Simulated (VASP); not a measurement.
# GaAs (F-43m) in VASP: a series of runs

Runs on GaAs. Level: LDA. Tasks: relaxation of cell and atoms, single point.

All numbers are computed with VASP 6.6.1; they aren't measurements. Logs are shortened: lines on timing, memory, paths and dates and some standing lists are left out, and cuts for length are marked.

**The experiment to reproduce.**

From “Evidence of valence band perturbations in GaAsN/GaAs(001): A combined variable-angle spectroscopic ellipsometry and modulated photoreflectance investigation”, 2008, arxiv:0805.2212, for a bulk crystal of GaAs at 300 K: band gap 1.412 ± 0.01 eV (direct).

The results are compared with them further down.

### Step 1. The cell of the first run

The structure is cubic, space group F-43m (No. 216). Conventional cell: a = 5.603 Å, b = 5.603 Å, c = 5.603 Å, α = 90.00°, β = 90.00°, γ = 90.00°. Within 3.2 Å of Ga (site symmetry -43m) lie 4 As at 2.43 Å. As (site symmetry -43m) has 4 Ga at 2.43 Å within 3.2 Å.

### Step 2. Relaxation of cell and atoms, LDA, target pressure 2 GPa, at which the enthalpy is minimised

Contents of INCAR:

```
PREC = Accurate
ENCUT = 600
EDIFF = 1E-6
ISMEAR = 0
SIGMA = 0.01
LREAL = False
LASPH = True
NELM = 80
ALGO = Normal
ISIF = 3
LWAVE = False
LCHARG = False
IBRION = 2
NSW = 80
EDIFFG = -0.001
PSTRESS = 20.0
```

Contents of KPOINTS:

```
regular mesh
0
Gamma
  12 12 12
```

Contents of POSCAR:

```
GaAs
1.0
    0.0000000000      2.8015748656      2.8015748656
    2.8015748656      0.0000000000      2.8015748656
    2.8015748656      2.8015748656      0.0000000000
Ga As
1 1
Direct
    0.0000000000      0.0000000000      0.0000000000
    0.7500000000      0.7500000000      0.7500000000
```

Potentials or basis: VASP PAW LDA potentials, release 64 (Ga_d, As).

Run with:

```bash
$ cat potpaw_LDA.64/Ga_d/POTCAR potpaw_LDA.64/As/POTCAR > POTCAR
$ mpirun -np 1 vasp_std > vasp.out
```

OUTCAR:

```text
PREC = Accurate
   ENCUT = 600
   EDIFF = 1E-6
   ISMEAR = 0
   LREAL = False
   LASPH = True
   NELM = 80
   ISIF = 3
   IBRION = 2
   NSW = 80
   EDIFFG = -0.001
   PSTRESS = 20.0

 ion  position               nearest neighbor table
   1  0.000  0.000  0.000-   2 2.43   2 2.43   2 2.43   2 2.43
   2  0.750  0.750  0.750-   1 2.43   1 2.43   1 2.43   1 2.43

  LATTYP: Found a face centered cubic cell.
 ALAT       =     5.6031497312

  Lattice vectors:

 A1 = (   0.0000000000,   2.8015748656,   2.8015748656)
 A2 = (   2.8015748656,   0.0000000000,   2.8015748656)
 A3 = (   2.8015748656,   2.8015748656,   0.0000000000)

Analysis of symmetry for initial positions (statically):
=====================================================================
 Subroutine PRICEL returns:
 Original cell was already a primitive cell.

 Routine SETGRP: Setting up the symmetry group for a
 face centered cubic supercell.

 Subroutine GETGRP returns: Found 24 space group operations
 (whereof 24 operations were pure point group operations)
 out of a pool of 48 trial point group operations.

The static configuration has the point symmetry T_d .

Analysis of symmetry for dynamics (positions and initial velocities):
=====================================================================
 Subroutine PRICEL returns:
 Original cell was already a primitive cell.

 Routine SETGRP: Setting up the symmetry group for a
 face centered cubic supercell.

 Subroutine GETGRP returns: Found 24 space group operations
 (whereof 24 operations were pure point group operations)
 out of a pool of 48 trial point group operations.

The dynamic configuration has the point symmetry T_d .

 Subroutine INISYM returns: Found 24 space group operations
 (whereof 24 operations are pure point group operations),
 and found     1 'primitive' translations

----------------------------------------------------------------------------------------

                                     Primitive cell

  volume of cell :      43.9781

  direct lattice vectors                    reciprocal lattice vectors
     0.000000000  2.801574866  2.801574866    -0.178471047  0.178471047  0.178471047
     2.801574866  0.000000000  2.801574866     0.178471047 -0.178471047  0.178471047
     2.801574866  2.801574866  0.000000000     0.178471047  0.178471047 -0.178471047

  length of vectors
     3.962025171  3.962025171  3.962025171     0.309120921  0.309120921  0.309120921

  position of ions in fractional coordinates (direct lattice)
[... 99 lines left out ...]
     AMIX_MAG =   1.60;   BMIX_MAG =  1.00
  volume/ion in A,a.u.               =      21.99       148.39
  Fermi-wavevector in a.u.,A,eV,Ry     =   1.215496  2.296954 20.101653  1.477430
  Thomas-Fermi vector in A             =   2.350881
   LORBIT       =      0    0 simple, 1 ext, 2 COOP (PROOUT), +10 PAW based schemes
   GGA     = CA    functional components
   LHFCALC =     F    Hartree Fock is set to
   AEXX    =    0.0000 exact exchange contribution
   IVDW    =     0    specifies the selected vdW correction
   LEPSILON=     F    determine dielectric tensor
   LRPA    =     F    only Hartree local field effects (RPA)
 conjugate gradient relaxation of ions
 non-spin polarized calculation
 Gauss-broadening in eV      SIGMA  =   0.01
  energy-cutoff  :      600.00
  volume of cell :       43.98
 maximum number of plane-waves:      1484
   NGX = 15   NGY = 15   NGZ = 15

--------------------------------------- Ionic step        1  -------------------------------------------

 number of electron      18.0000004 magnetization

 Free energy of the ion-electron system (eV)
  ---------------------------------------------------
  ext. energy  EPLUGINS =         0.00000000
  ---------------------------------------------------
  free energy    TOTEN  =        -9.64189098 eV

  energy without entropy =       -9.64189098  energy(sigma->0) =       -9.64189098

------------------------ aborting loop because EDIFF is reached ----------------------------------------

  FORCE on cell =-STRESS in cart. coord.  units (eV):
  Direction    XX          YY          ZZ          XY          YZ          ZX
  --------------------------------------------------------------------------------------
  -------------------------------------------------------------------------------------
  Total        0.0827503      0.0827503      0.0827503     -0.0000000      0.0000000      0.0000000
  in kB        3.0146942      3.0146942      3.0146942     -0.0000000      0.0000000      0.0000000
  external PRESSURE =     -16.9853058 kB  Pullay stress =      20.0000000 kB
[... 63 lines left out ...]
--------------------------------------- Ionic step        3  -------------------------------------------

 number of electron      17.9999995 magnetization

 Free energy of the ion-electron system (eV)
  ---------------------------------------------------
  ext. energy  EPLUGINS =         0.00000000
  ---------------------------------------------------
  free energy    TOTEN  =        -9.63535033 eV

  energy without entropy =       -9.63535033  energy(sigma->0) =       -9.63535033

 E-fermi :   4.3560     XC(G=0): -10.1265

 val. band max:        4.2719354255   @ k =   0.0000   0.0000   0.0000
 cond. band min:       4.9714941346   @ k =   0.0000   0.0000   0.0000
 fundamental gap:      0.6995587091
 Fermi energy:         4.3560057554

 k-point     1 :       0.0000    0.0000    0.0000
  band No.  band energies     occupation
      1     -10.7511      2.00000
      2     -10.7511      2.00000
      3     -10.7511      2.00000
      4     -10.6606      2.00000
      5     -10.6606      2.00000
      6      -8.8485      2.00000
      7       4.2719      2.00000
      8       4.2719      2.00000
      9       4.2719      2.00000
     10       4.9715      0.00000
     11       7.9567      0.00000
     12       7.9567      0.00000
     13       7.9567      0.00000
[... 354 lines left out ...]
  band No.  band energies     occupation
      1     -10.8491      2.00000
      2     -10.7245      2.00000
      3     -10.7203      2.00000
      4     -10.6618      2.00000
      5     -10.6575      2.00000
      6      -6.7285      2.00000
      7      -2.5084      2.00000
      8       1.2592      2.00000
      9       2.6901      2.00000
     10       6.6307      0.00000
     11       8.7914      0.00000
     12       9.8294      0.00000
     13      12.3404      0.00000

 [... further k-points ...]

------------------------ aborting loop because EDIFF is reached ----------------------------------------

  FORCE on cell =-STRESS in cart. coord.  units (eV):
  Direction    XX          YY          ZZ          XY          YZ          ZX
  --------------------------------------------------------------------------------------
  -------------------------------------------------------------------------------------
  Total        0.5388790      0.5388790      0.5388790      0.0000000      0.0000000     -0.0000000
  in kB       20.0527258     20.0527258     20.0527258      0.0000000      0.0000000     -0.0000000
  external PRESSURE =       0.0527258 kB  Pullay stress =      20.0000000 kB
[... 21 lines left out ...]
  energy  without entropy=       -9.6353503274  energy(sigma->0) =       -9.63535033

  enthalpy is  TOTEN    =        -9.0978882713 eV   P V=        0.5374620561

 reached required accuracy - stopping structural energy minimisation
```

Run time: 44 s. Hardware: 1 thread of AMD EPYC 9R45 (Zen 5), shared host; peak memory 0.17 GiB.

Results:

| Quantity | Value |
| --- | --- |
| Free energy | -9.6354 eV |
| Relaxed volume | 21.53 Å³/atom |
| Relaxed cell | a = 3.934 Å, b = 3.934 Å, c = 3.934 Å, α = 60.00°, β = 60.00°, γ = 60.00° |
| Space group after relaxing (to 0.05 Å) | F-43m (No. 216) |
| Energy change on relaxing (the enthalpy is what falls) | +3.3 meV/atom |
| Ionic steps | 3 |
| Pressure after relaxing | 2.0 GPa |
| Band gap on the k mesh | 0.70 eV, direct |

The path:
```
step  energy change (eV)  largest force (eV/Å)  pressure (GPa)  volume (Å³)
   1              0.0000                0.0000            0.30        43.98
   2              0.0152                0.0000            3.05        42.51
   3              0.0065                0.0000            2.01        43.06
```

Final structure:
```xyz
2
Lattice="0.0000 2.7818 2.7818 2.7818 0.0000 2.7818 2.7818 2.7818 0.0000" Properties=species:S:1:pos:R:3 pbc="T T T"
Ga    0.0000    0.0000    0.0000
As    4.1728    4.1728    4.1728
```

Caveat: the cell is relaxed towards a set pressure, so the enthalpy falls and the energy may rise. Zero-point motion and thermal expansion aren't in these numbers.

### Step 3. Relaxation of cell and atoms, LDA

This run uses another cell than the first one, of 22.59 Å³/atom, 1.027 times its volume.

Contents of INCAR:

```
SYSTEM = GaAs
  PREC = Accurate
  ENCUT = 600
  EDIFF = 1E-6
  ISMEAR = 0
  SIGMA = 0.01
  LREAL = .FALSE.
  LASPH = .TRUE.
  NELM = 80
  ALGO = Normal
  ISIF = 3
  LWAVE = .FALSE.
  LCHARG = .FALSE.
  GGA = CA
  IBRION = 2
  NSW = 100
  EDIFFG = -0.005
```

Contents of KPOINTS:

```
Automatic mesh
0
G
  12 12 12
  0 0 0
```

Contents of POSCAR:

```
GaAs
1.0
    0.0000000000      2.8268500000      2.8268500000
    2.8268500000      0.0000000000      2.8268500000
    2.8268500000      2.8268500000      0.0000000000
Ga As
1 1
Direct
    0.0000000000      0.0000000000      0.0000000000
    0.7500000000      0.7500000000      0.7500000000
```

Potentials or basis: VASP PAW LDA potentials, release 64 (Ga_d, As).

Run with:

```bash
$ cat potpaw_LDA.64/Ga_d/POTCAR potpaw_LDA.64/As/POTCAR > POTCAR
$ mpirun -np 1 vasp_std > vasp.out
```

OUTCAR:

```text
SYSTEM = GaAs
   PREC = Accurate
   ENCUT = 600
   EDIFF = 1E-6
   ISMEAR = 0
   LREAL = .FALSE.
   LASPH = .TRUE.
   NELM = 80
   ISIF = 3
   GGA = CA
   IBRION = 2
   NSW = 100
   EDIFFG = -0.005

 ion  position               nearest neighbor table
   1  0.000  0.000  0.000-   2 2.45   2 2.45   2 2.45   2 2.45
   2  0.750  0.750  0.750-   1 2.45   1 2.45   1 2.45   1 2.45

  LATTYP: Found a face centered cubic cell.
 ALAT       =     5.6537000000

  Lattice vectors:

 A1 = (   0.0000000000,   2.8268500000,   2.8268500000)
 A2 = (   2.8268500000,   0.0000000000,   2.8268500000)
 A3 = (   2.8268500000,   2.8268500000,   0.0000000000)

Analysis of symmetry for initial positions (statically):
=====================================================================
 Subroutine PRICEL returns:
 Original cell was already a primitive cell.

 Routine SETGRP: Setting up the symmetry group for a
[... 162 lines left out ...]

 Free energy of the ion-electron system (eV)
  ---------------------------------------------------
  ext. energy  EPLUGINS =         0.00000000
  ---------------------------------------------------
  free energy    TOTEN  =        -9.63701712 eV

  energy without entropy =       -9.63701712  energy(sigma->0) =       -9.63701712

 E-fermi :   3.8835     XC(G=0):  -9.9126

 val. band max:        3.7995693903   @ k =   0.0000   0.0000   0.0000
 cond. band min:       4.1319995898   @ k =   0.0000   0.0000   0.0000
 fundamental gap:      0.3324301995
 Fermi energy:         3.8834982999
[... 848 lines left out ...]
--------------------------------------- Ionic step        3  -------------------------------------------

 number of electron      18.0000006 magnetization

 Free energy of the ion-electron system (eV)
  ---------------------------------------------------
  ext. energy  EPLUGINS =         0.00000000
  ---------------------------------------------------
  free energy    TOTEN  =        -9.64225454 eV

  energy without entropy =       -9.64225454  energy(sigma->0) =       -9.64225454

 E-fermi :   4.1006     XC(G=0): -10.0135

 val. band max:        4.0203082573   @ k =   0.0000   0.0000   0.0000
 cond. band min:       4.5251611529   @ k =   0.0000   0.0000   0.0000
 fundamental gap:      0.5048528955
 Fermi energy:         4.1006280562
[... 413 lines left out ...]
  FREE ENERGIE OF THE ION-ELECTRON SYSTEM (eV)
  ---------------------------------------------------
  free  energy   TOTEN  =        -9.6422545365 eV

  energy  without entropy=       -9.6422545365  energy(sigma->0) =       -9.64225454

 reached required accuracy - stopping structural energy minimisation
```

CONTCAR:

```text
GaAs
   1.00000000000000
    -0.0000000000000000    2.8054300970887205    2.8054300970887205
     2.8054300970887205    0.0000000000000000    2.8054300970887205
     2.8054300970887205    2.8054300970887205    0.0000000000000000
  Ga              As
     1     1
Direct
     0.0000000000000000    0.0000000000000000    0.0000000000000000
     0.7500000000000000    0.7500000000000000    0.7500000000000000

  0.00000000E+00  0.00000000E+00  0.00000000E+00
  0.00000000E+00  0.00000000E+00  0.00000000E+00
```

It took 43 s on 1 thread of AMD EPYC 9R45 (Zen 5), shared host; peak memory 0.17 GiB.

Results:

- Free energy: -9.6423 eV
- Relaxed volume: 22.08 Å³/atom
- Relaxed cell: a = 3.967 Å, b = 3.967 Å, c = 3.967 Å, α = 60.00°, β = 60.00°, γ = 60.00°
- Space group after relaxing (to 0.05 Å): F-43m (No. 216)
- Energy gained by relaxing: 2.6 meV/atom
- Ionic steps: 3
- Pressure after relaxing: 0.0 GPa
- Band gap on the k mesh: 0.50 eV, direct

The path:
```
step  energy change (eV)  largest force (eV/Å)  pressure (GPa)  volume (Å³)
   1              0.0000                0.0000           -1.62        45.18
   2             -0.0041                0.0000            0.75        43.70
   3             -0.0052                0.0000            0.01        44.16
```

Final structure:
```
CELL_PARAMETERS angstrom
0.00000 2.80543 2.80543
2.80543 0.00000 2.80543
2.80543 2.80543 0.00000
ATOMIC_POSITIONS crystal
Ga 0.00000 0.00000 0.00000
As 0.75000 0.75000 0.75000
```

### Step 4. Single point, LDA

Contents of INCAR:

```
ALGO = Normal
EDIFF = 1E-6
ENCUT = 520
GGA = CA
ISIF = 2
ISMEAR = 0
LASPH = T
LCHARG = F
LREAL = F
LWAVE = F
NBANDS = 16
NELM = 60
PREC = Accurate
SIGMA = 0.01
```

Contents of KPOINTS:

```
k-points
0
Gamma
  12 12 12
```

Contents of POSCAR:

```
GaAs
1.0
    0.0000000000      2.8014019297      2.8014019297
    2.8014019297      0.0000000000      2.8014019297
    2.8014019297      2.8014019297      0.0000000000
Ga As
1 1
Direct
    0.0000000000      0.0000000000      0.0000000000
    0.7500000000      0.7500000000      0.7500000000
```

Run with:

```bash
$ cat potpaw_LDA.64/Ga_d/POTCAR potpaw_LDA.64/As/POTCAR > POTCAR
$ mpirun -np 1 vasp_std > vasp.out
```

Run time: 33 s. Hardware: 1 thread of Intel Xeon Platinum 8488C (Sapphire Rapids), shared host; peak memory 0.18 GiB.

It converged, with:

| Quantity | Value |
| --- | --- |
| Free energy | -9.6420 eV |
| Pressure | 0.3 GPa |
| Band gap on the k mesh | 0.54 eV, direct |

Levels at points of the mesh, in eV from the valence-band top:
| k point | band 6 | band 7 | band 8 | band 9 | band 10 | band 11 | band 12 | band 13 |
| --- | --- | --- | --- | --- | --- | --- | --- | --- |
| (0.00, 0.00, 0.00) | -12.96 | 0.00 | 0.00 | 0.00 | 0.54 | 3.68 | 3.68 | 3.68 |
| (0.50, 0.00, 0.00) | -11.11 | -6.84 | -1.19 | -1.19 | 0.94 | 4.59 | 4.59 | 7.59 |
| (0.50, 0.50, 0.00) | -10.34 | -7.00 | -2.79 | -2.79 | 1.29 | 1.54 | 10.26 | 10.26 |

### Step 5. Overview

```csv
task,cell,cutoff (eV),gap on the mesh (eV),pressure (GPa)
relaxation of cell and atoms,"relaxed to 2 GPa from a = 3.962 Å, angles 60.0°, 2 atoms",600,0.70,2.0
relaxation of cell and atoms,"relaxed from a = 3.998 Å, angles 60.0°, 2 atoms",600,0.50,0.0
single point,"a = 3.962 Å, angles 60.0°, 2 atoms",520,0.54,0.3
```

Alike in all rows: level LDA; potentials or basis VASP PAW LDA potentials, release 64 (Ga_d, As); no spin polarisation; k mesh 12 × 12 × 12; smearing gaussian 0.01 eV.

Caveats: the cell is relaxed towards a set pressure, so the enthalpy falls and the energy may rise (some runs).

Total energies depend on the potentials used, so only differences within one code and one set of settings carry meaning.

### Step 6. How close it comes

Step 4. Against the measured gap of GaAs, 1.412 eV (direct; 300 K; “Evidence of valence band perturbations in GaAsN/GaAs(001): A combined variable-angle spectroscopic ellipsometry and modulated photoreflectance investigation”, 2008, arxiv:0805.2212), the calculated 0.54 eV is off by -0.87 eV. 3 values of this kind are on record (1.412 to 1.51 eV); this one was drawn at random among those near their median, those with a stated uncertainty first. Spin-orbit coupling on As, Ga is left out. The value is that of LDA on a finite k mesh, which can miss the band edges, without temperature or zero-point motion. Semilocal functionals fall short of measured gaps as a rule.
